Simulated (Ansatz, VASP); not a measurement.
## Two plane-wave programs on LiTlSe2

The input INCAR:

```
  PREC = Accurate
  ENCUT = 520
  EDIFF = 1E-6
  ISMEAR = 0
  SIGMA = 0.01
  LREAL = False
  LASPH = True
  NELM = 100
  ALGO = Normal
  ISIF = 2
  LWAVE = False
  LCHARG = True
  LELF = True
  LVHAR = True
  NBANDS = 22
```

File KPOINTS:

```
regular mesh
0
Gamma
  6 6 4
```

File POSCAR:

```
LiTlSe2
1.0
    4.2639248188      0.0000000000      0.0000000000
    0.0000000000      4.2639248188      0.0000000000
    0.0000000000      0.0000000000      5.9802485742
Li Se Tl
1 2 1
Direct
    0.0000000000      0.0000000000      0.0000000000
    0.0000000000      0.5000000000      0.2292133877
    0.5000000000      0.0000000000      0.7707866123
    0.5000000000      0.5000000000      0.5000000000
```

Input for Ansatz:

```yaml
crystal:
  lattice:
    - [4.2639248188, 0.0, 0.0]
    - [0.0, 4.2639248188, 0.0]
    - [0.0, 0.0, 5.9802485742]
  atoms:
    - { symbol: Li, position: [0.0, 0.0, 0.0] }
    - { symbol: Se, position: [0.0, 0.5, 0.2292133877] }
    - { symbol: Tl, position: [0.5, 0.5, 0.5] }
    - { symbol: Se, position: [0.5, 0.0, 0.7707866123] }
kpoints:
  mp_grid: { grid: [6, 6, 4] }
  band_path:
    path:
      - [0.0, 0.0, 0.0]
      - [0.0, 0.5, 0.0]
      - [0.5, 0.5, 0.0]
      - [0.0, 0.0, 0.5]
      - [0.0, 0.5, 0.5]
      - [0.5, 0.5, 0.5]
    npoints: 1
hamiltonian:
  xc: lda
scf:
  occupations: { method: fixed }
  n_extra_bands: 5
output:
  forces: true
  stress: true
  eigenvalues: true
```

Alike in both runs: task single point; functional LDA; k mesh 6 × 6 × 4; no spin polarisation.

|  | VASP | Ansatz |
| --- | --- | --- |
| version | VASP 6.6.1 | Ansatz 0.2.0 |
| potentials or method | VASP PAW LDA potentials, release 64 (Li_sv, Se, Tl_d) | plane waves, PAW |
| plane-wave cutoff (eV) | 520 | 420 |
| occupations | gaussian, width 0.01 eV | fixed |
| valence electrons in the cell | 28 | 48 |

Ansatz gave:

```
gap on the k mesh at the Fermi level (eV) : 0.28
rms of the force components (eV/Å)        : 0.018
```

**Question.** What did VASP give for the same quantities?

**Answer.** gap on the k mesh at the Fermi level (eV): 0.30; rms of the force components (eV/Å): 0.012.

LDA's correlation is that of Perdew and Zunger in VASP and of Perdew and Wang (1992) in Ansatz. VASP's potentials hold 28 valence electrons a cell and Ansatz's 48, so a difference there can come from the potentials and not from the codes.

Neither program's run includes spin-orbit coupling. Noted on VASP's run: the cutoff is short for stress, so the pressure is rough.
